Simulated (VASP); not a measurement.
## Co: single point with PBE

Co:

```
Co
1.0
     2.47056    0.00000    0.00000
    -1.23528    2.13957    0.00000
     0.00000    0.00000    8.08823
Co
4
Direct
  0.66667 0.33333 0.75000
  0.00000 0.00000 0.50000
  0.33333 0.66667 0.25000
  0.00000 0.00000 0.00000
```

```json
{
 "Program": "VASP 6.6.1",
 "Task": "single point",
 "Functional": "PBE",
 "Potentials or basis": "VASP PAW PBE potentials, release 64 (Co_sv)",
 "Cutoff": "600 eV",
 "k mesh": "10 × 10 × 3",
 "Occupations": "fermi-dirac, width 0.05 eV",
 "Spin": "collinear spin, ferromagnetic start",
 "Starting moments": "[1.5, 1.5, 1.5, 1.5] μB",
 "Fixed moment": "6 μB"
}
```

| Item | Value |
| --- | --- |
| Pressure | -1.5 GPa |
| Net moment | 6.00 μB per cell |
| Site moments | Co +1.59, +1.56 μB |
| Valence electrons inside the program's atomic spheres | Co 15.06, 15.07 |

Stress tensor (GPa, compression positive):
```
-0.14  0.00  0.00
 0.00 -0.14  0.00
 0.00  0.00 -4.24
```

It took 2.7 min on 1 thread of Intel(R) Xeon(R) Platinum 8259CL CPU @ 2.50GHz (Skylake/Cascade Lake) (shared host), peak memory 0.24 GiB.

Caveat: the total moment is fixed, so each spin has its own Fermi level.
